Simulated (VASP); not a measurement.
# Y3AlN4 (Pm-3m) in VASP: single point with PBE

Aim: the single point of Y3AlN4 with PBE.

All numbers are computed with VASP 6.6.1; they aren't measurements. Logs are shortened: lines on timing, memory, paths and dates and some standing lists are left out, and cuts for length are marked.

## Step 1: The cell of the first run

The structure is cubic, space group Pm-3m (No. 221). Conventional cell: a = 4.780 Å, b = 4.780 Å, c = 4.780 Å, α = 90.00°, β = 90.00°, γ = 90.00°. Within 3.2 Å of Y (site symmetry 4/mmm) lie 6 N at 2.39 Å. Al (site symmetry m-3m) has 6 N at 2.39 Å within 3.2 Å. N (site symmetry 4/mmm) has 4 Y at 2.39 Å and 2 Al at 2.39 Å within 3.2 Å. N (site symmetry m-3m) has 6 Y at 2.39 Å within 3.2 Å.

## Step 2: Single point, PBE

Contents of POSCAR:

```
Y3AlN4
1.0
    4.7801798337      0.0000000000      0.0000000000
    0.0000000000      4.7801798337      0.0000000000
    0.0000000000      0.0000000000      4.7801798337
Y Al N
3 1 4
Direct
    0.5000000000      0.0000000000      0.5000000000
    0.5000000000      0.5000000000      0.0000000000
    0.0000000000      0.5000000000      0.5000000000
    0.0000000000      0.0000000000      0.0000000000
    0.0000000000      0.5000000000      0.0000000000
    0.5000000000      0.5000000000      0.5000000000
    0.0000000000      0.0000000000      0.5000000000
    0.5000000000      0.0000000000      0.0000000000
```

Contents of INCAR.step1:

```
SYSTEM = Y3AlN4
  ALGO = Normal
  EDIFF = 1E-7
  ENCUT = 520
  GGA = PE
  ISIF = 2
  ISMEAR = 0
  LASPH = .True.
  LCHARG = .True.
  LMAXMIX = 4
  LREAL = .False.
  LWAVE = .False.
  NBANDS = 38
  NELM = 60
  PREC = Accurate
  SIGMA = 0.1
```

Contents of KPOINTS.step1:

```
k-points
0
Gamma
  8 8 8
  0 0 0
```

Contents of INCAR.step2:

```
SYSTEM = Y3AlN4
  ALGO = Normal
  EDIFF = 1E-7
  ENCUT = 520
  GGA = PE
  ICHARG = 11
  ISIF = 2
  ISMEAR = -5
  LASPH = .True.
  LCHARG = .False.
  LMAXMIX = 4
  LORBIT = 11
  LREAL = .False.
  LWAVE = .False.
  NEDOS = 1001
  NELM = 60
  PREC = Accurate
  SIGMA = 0.1
```

Contents of KPOINTS.step2:

```
k-points
0
Gamma
  12 12 12
  0 0 0
```

Potentials or basis: VASP PAW PBE potentials, release 64 (Y_sv, Al, N).

Launch:

```
$ cat potpaw_PBE.64/Y_sv/POTCAR potpaw_PBE.64/Al/POTCAR potpaw_PBE.64/N/POTCAR > POTCAR
$ cp INCAR.step1 INCAR
$ cp KPOINTS.step1 KPOINTS
$ mpirun -np 1 vasp_std > vasp.out
$ cp INCAR.step2 INCAR
$ cp KPOINTS.step2 KPOINTS
$ mpirun -np 1 vasp_std > vasp.out
```

OUTCAR:

```text
SYSTEM = Y3AlN4
   EDIFF = 1E-7
   ENCUT = 520
   GGA = PE
   ICHARG = 11
   ISIF = 2
   ISMEAR = -5
   LASPH = .True.
   LORBIT = 11
   LREAL = .False.
   NELM = 60
   PREC = Accurate

 ion  position               nearest neighbor table
   1  0.500  0.000  0.500-   6 2.39   7 2.39   8 2.39   8 2.39   6 2.39   7 2.39   2 3.38   4 3.38
                             2 3.38   2 3.38   3 3.38   3 3.38   2 3.38   3 3.38   4 3.38   4 3.38
   2  0.500  0.500  0.000-   5 2.39   6 2.39   8 2.39   6 2.39   8 2.39   5 2.39   1 3.38   3 3.38
                             1 3.38   1 3.38   4 3.38   3 3.38   1 3.38   3 3.38   4 3.38   4 3.38
   3  0.000  0.500  0.500-   5 2.39   6 2.39   7 2.39   5 2.39   7 2.39   6 2.39   2 3.38   4 3.38
                             1 3.38   1 3.38   4 3.38   2 3.38   4 3.38   1 3.38   2 3.38   4 3.38
   4  0.000  0.000  0.000-   5 2.39   7 2.39   8 2.39   7 2.39   5 2.39   8 2.39   1 3.38   3 3.38
                             1 3.38   2 3.38   3 3.38   2 3.38   3 3.38   1 3.38   2 3.38   3 3.38
   5  0.000  0.500  0.000-   2 2.39   3 2.39   4 2.39   3 2.39   4 2.39   2 2.39
   6  0.500  0.500  0.500-   1 2.39   2 2.39   3 2.39   2 2.39   1 2.39   3 2.39
   7  0.000  0.000  0.500-   1 2.39   3 2.39   4 2.39   4 2.39   3 2.39   1 2.39
   8  0.500  0.000  0.000-   1 2.39   2 2.39   4 2.39   1 2.39   2 2.39   4 2.39

  LATTYP: Found a simple cubic cell.
 ALAT       =     4.7801798337

  Lattice vectors:

 A1 = (   4.7801798337,   0.0000000000,   0.0000000000)
 A2 = (   0.0000000000,   4.7801798337,   0.0000000000)
 A3 = (   0.0000000000,   0.0000000000,   4.7801798337)

Analysis of symmetry for initial positions (statically):
=====================================================================
 Subroutine PRICEL returns:
 Original cell was already a primitive cell.

 Routine SETGRP: Setting up the symmetry group for a
 simple cubic supercell.

 Subroutine GETGRP returns: Found 48 space group operations
 (whereof 48 operations were pure point group operations)
 out of a pool of 48 trial point group operations.

The static configuration has the point symmetry O_h .

Analysis of symmetry for dynamics (positions and initial velocities):
=====================================================================
 Subroutine PRICEL returns:
 Original cell was already a primitive cell.

 Routine SETGRP: Setting up the symmetry group for a
 simple cubic supercell.

 Subroutine GETGRP returns: Found 48 space group operations
 (whereof 48 operations were pure point group operations)
 out of a pool of 48 trial point group operations.

The dynamic configuration has the point symmetry O_h .

 Subroutine INISYM returns: Found 48 space group operations
 (whereof 48 operations are pure point group operations),
 and found     1 'primitive' translations

----------------------------------------------------------------------------------------

                                     Primitive cell

  volume of cell :     109.2277

  direct lattice vectors                    reciprocal lattice vectors
     4.780179834  0.000000000  0.000000000     0.209197150  0.000000000  0.000000000
     0.000000000  4.780179834  0.000000000     0.000000000  0.209197150  0.000000000
     0.000000000  0.000000000  4.780179834     0.000000000  0.000000000  0.209197150

  length of vectors
     4.780179834  4.780179834  4.780179834     0.209197150  0.209197150  0.209197150

  position of ions in fractional coordinates (direct lattice)
     0.500000000  0.000000000  0.500000000
     0.500000000  0.500000000  0.000000000
     0.000000000  0.500000000  0.500000000
     0.000000000  0.000000000  0.000000000
     0.000000000  0.500000000  0.000000000
     0.500000000  0.500000000  0.500000000
     0.000000000  0.000000000  0.500000000
     0.500000000  0.000000000  0.000000000

  ion indices of the primitive-cell ions
   primitive index   ion index
                 1           1
                 2           2
                 3           3
                 4           4
                 5           5
                 6           6
                 7           7
                 8           8

----------------------------------------------------------------------------------------

 KPOINTS: k-points

Automatic generation of k-mesh.
 Grid dimensions read from file:
 generate k-points for:   12   12   12

 Generating k-lattice:

  Cartesian coordinates                     Fractional coordinates (reciprocal lattice)
     0.017433096  0.000000000  0.000000000     0.083333333  0.000000000  0.000000000
     0.000000000  0.017433096  0.000000000     0.000000000  0.083333333  0.000000000
     0.000000000  0.000000000  0.017433096     0.000000000  0.000000000  0.083333333

  Length of vectors
     0.017433096  0.017433096  0.017433096

  Shift w.r.t. Gamma in fractional coordinates (k-lattice)
     0.000000000  0.000000000  0.000000000

 TETIRR: Found    854 inequivalent tetrahedra from    10368

 Subroutine IBZKPT returns following result:
 ===========================================

 Found     84 irreducible k-points:

 Following reciprocal coordinates:
            Coordinates               Weight
  0.000000  0.000000  0.000000      1.000000
  0.083333  0.000000  0.000000      6.000000
  0.166667  0.000000  0.000000      6.000000
  0.250000  0.000000  0.000000      6.000000
  0.333333  0.000000  0.000000      6.000000
  0.416667  0.000000  0.000000      6.000000
[... 16 lines left out ...]
  0.333333  0.333333  0.000000     12.000000
  0.416667  0.333333  0.000000     24.000000
 [... further k-points ...]
   k-points           NKPTS =     84   k-points in BZ     NKDIM =     84   number of bands    NBANDS=     33
   number of dos      NEDOS =   1001   number of ions     NIONS =      8
   total plane-waves  NPLWV =  46656
   dimension x,y,z NGX =    36 NGY =   36 NGZ =   36
   dimension x,y,z NGXF=    72 NGYF=   72 NGZF=   72
   ions per type =               3   1   4
   NGX,Y,Z   is equivalent  to a cutoff of  12.52, 12.52, 12.52 a.u.
   NGXF,Y,Z  is equivalent  to a cutoff of  25.04, 25.04, 25.04 a.u.
 SYSTEM =  Y3AlN4
   PREC   = accura    normal or accurate (medium, high low for compatibility)
   ISTART =      0    job   : 0-new  1-cont  2-samecut
   ICHARG =     11    charge: 1-file 2-atom 10-const
   ISPIN  =      1    spin polarized calculation?
   LNONCOLLINEAR =      F non collinear calculations
   LSORBIT =      F    spin-orbit coupling
   LASPH  =      T    aspherical Exc in radial PAW
   ENCUT  =  520.0 eV  38.22 Ry    6.18 a.u.   8.89  8.89  8.89*2*pi/ulx,y,z
   NELM   =     60;   NELMIN=  2; NELMDL=  0     # of ELM steps
   EDIFF  = 0.1E-06   stopping-criterion for ELM
   LREAL  =      F    real-space projection
   EDIFFG = 0.1E-05   stopping-criterion for IOM
   NSW    =      0    number of steps for IOM
   IBRION =     -1    ionic relax: 0-MD 1-quasi-New 2-CG
   NFREE  =      0    steps in history (QN), initial steepest desc. (CG)
   ISIF   =      2    stress and relaxation
   ISYM   =      2    0-nonsym 1-usesym 2-fastsym
   POTIM  = 0.5000    time-step for ionic-motion
   TEBEG  =    0.0;   TEEND  =   0.0 temperature during run
   PSTRESS=    0.0 pullay stress
   NELECT =      56.0000    total number of electrons
   NUPDOWN=      -1.0000    fix difference up-down
   EMIN   =  10.00;   EMAX   =-10.00  energy-range for DOS
   EFERMI =   0.00;   METHOD = LEGACY
   ISMEAR =    -5;   SIGMA  =   0.10  broadening in eV -4-tet -1-fermi 0-gaus
   EFERMI_NEDOS =   21; number of points for ismear=-14 and -15
   IALGO  =     38    algorithm
   IMIX   =      4    mixing-type and parameters
     AMIX     =   0.40;   BMIX     =  1.00
     AMIX_MAG =   1.60;   BMIX_MAG =  1.00
  volume/ion in A,a.u.               =      13.65        92.14
  Fermi-wavevector in a.u.,A,eV,Ry     =   1.310267  2.476046 23.358491  1.716801
  Thomas-Fermi vector in A             =   2.440809
   LORBIT       =     11    0 simple, 1 ext, 2 COOP (PROOUT), +10 PAW based schemes
   GGA     = PE    functional components
   LHFCALC =     F    Hartree Fock is set to
   AEXX    =    0.0000 exact exchange contribution
   IVDW    =     0    specifies the selected vdW correction
   LEPSILON=     F    determine dielectric tensor
   LRPA    =     F    only Hartree local field effects (RPA)
 non-spin polarized calculation
 Fermi weights with tetrahedron method with Bloechl corrections
  energy-cutoff  :      520.00
  volume of cell :      109.23
 maximum number of plane-waves:      3016
 NGX is ok and might be reduce to    36

 number of electron      55.9999999 magnetization

 Free energy of the ion-electron system (eV)
  ---------------------------------------------------
  ext. energy  EPLUGINS =         0.00000000
  ---------------------------------------------------
  free energy    TOTEN  =       -66.95009769 eV

  energy without entropy =      -66.95009769  energy(sigma->0) =      -66.95009769

 E-fermi :   4.7686     XC(G=0): -11.2164

 val. band max:        4.7682225249   @ k =   0.0000   0.0000   0.0000
 cond. band min:       4.7682225382   @ k =   0.0000   0.0000   0.0000
 fundamental gap:      0.0000000133
 Fermi energy:         4.7686129580

 k-point     1 :       0.0000    0.0000    0.0000
  band No.  band energies     occupation
      1     -35.8071      2.00000
      2     -35.6491      2.00000
      3     -35.6491      2.00000
      4     -16.2970      2.00000
      5     -16.2970      2.00000
      6     -16.2970      2.00000
[... 853 lines left out ...]
     32       9.2342      0.00000
     33       9.6958      0.00000

 [... further k-points ...]

------------------------ aborting loop because EDIFF is reached ----------------------------------------

  FORCE on cell =-STRESS in cart. coord.  units (eV):
  Direction    XX          YY          ZZ          XY          YZ          ZX
  --------------------------------------------------------------------------------------
  -------------------------------------------------------------------------------------
  Total       -0.1299011     -0.1299011     -0.1299011      0.0000000     -0.0000000     -0.0000000
  in kB       -1.9054202     -1.9054202     -1.9054202      0.0000000     -0.0000000     -0.0000000
  external PRESSURE =      -1.9054202 kB  Pullay stress =       0.0000000 kB

 VOLUME and BASIS-vectors are now :
 -----------------------------------------------------------------------------
  energy-cutoff  :      520.00
  volume of cell :      109.23
      direct lattice vectors                 reciprocal lattice vectors
     4.780179834  0.000000000  0.000000000     0.209197150  0.000000000  0.000000000
     0.000000000  4.780179834  0.000000000     0.000000000  0.209197150  0.000000000
     0.000000000  0.000000000  4.780179834     0.000000000  0.000000000  0.209197150

 POSITION                                       TOTAL-FORCE (eV/Angst)
 -----------------------------------------------------------------------------------
      2.39009      0.00000      2.39009         0.000000      0.000000      0.000000
      2.39009      2.39009      0.00000         0.000000      0.000000      0.000000
      0.00000      2.39009      2.39009         0.000000      0.000000      0.000000
      0.00000      0.00000      0.00000         0.000000      0.000000      0.000000
      0.00000      2.39009      0.00000         0.000000      0.000000      0.000000
      2.39009      2.39009      2.39009         0.000000      0.000000      0.000000
      0.00000      0.00000      2.39009         0.000000      0.000000      0.000000
      2.39009      0.00000      0.00000         0.000000      0.000000      0.000000
 -----------------------------------------------------------------------------------
    total drift:                                0.000000      0.000000      0.000000

  FREE ENERGIE OF THE ION-ELECTRON SYSTEM (eV)
  ---------------------------------------------------
  free  energy   TOTEN  =       -66.9500976907 eV

  energy  without entropy=      -66.9500976907  energy(sigma->0) =      -66.95009769

 total charge

# of ion       s       p       d       f       tot
--------------------------------------------------
    1        2.207   6.607   1.114   0.118  10.046
    2        2.207   6.607   1.114   0.118  10.046
    3        2.207   6.607   1.114   0.118  10.046
    4        0.322   0.248   0.000   0.000   0.570
    5        1.247   2.400   0.000   0.000   3.647
    6        1.248   2.455   0.000   0.000   3.703
    7        1.247   2.400   0.000   0.000   3.647
    8        1.247   2.400   0.000   0.000   3.647
--------------------------------------------------
tot         11.933  29.726   3.343   0.353  45.354
```

Wall time 5.3 min (1 thread of Intel Xeon Platinum 8488C (Sapphire Rapids), shared host); peak memory 0.4 GiB.

What came out:

| Item | Value |
| --- | --- |
| Valence electrons inside the program's atomic spheres | Y 10.05; Al 0.57; N 3.65, 3.70 (each value once) |

Levels at points of the mesh, in eV from the Fermi level:
```
           k point  band 24  band 25  band 26  band 27  band 28  band 29  band 30  band 31  band 32  band 33
(0.00, 0.00, 0.00)    -0.31    -0.31    -0.31     0.00     0.00     0.00     0.73     0.73     0.73     4.26
(0.50, 0.00, 0.00)    -1.27    -0.67    -0.67    -0.35    -0.35     1.38     2.86     2.90     4.30     4.30
(0.50, 0.50, 0.00)    -2.19    -1.42    -1.14    -1.14    -0.91     4.35     4.77     4.85     4.85     4.88
(0.50, 0.50, 0.50)    -2.28    -2.28    -2.28    -1.19    -1.19     3.92     3.92     3.92     5.29     6.23
```
